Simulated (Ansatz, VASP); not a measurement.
# Ge in VASP and in Ansatz

```
Ge
1.0
     1.37827   -2.56537    0.00000
     1.37827    2.56537    0.00000
     0.00000    0.00000    2.66176
Ge
1
Direct
  0.50000 0.50000 0.00000
```

Alike in both runs: task single point; functional LDA; k mesh 12 × 12 × 11; occupations fermi-dirac, width 0.15 eV; no spin polarisation.

```csv
,VASP,Ansatz
version,VASP 6.6.1,Ansatz 0.2.0
potentials or method,"VASP PAW LDA potentials, release 64 (Ge_d), cutoff 520 eV","plane waves, PAW"
valence electrons in the cell,14,14
```

Ansatz gave:

| Property | Result |
| --- | --- |
| pressure (GPa) | -3.2 |
| traceless stress, the component that is largest in VASP (GPa) | -2.26 |

Q: Which values does VASP return?

A: Pressure (GPa): -3.3; traceless stress, the component that is largest in VASP (GPa): -2.26.

LDA's correlation is that of Perdew and Zunger in VASP and of Perdew and Wang (1992) in Ansatz.
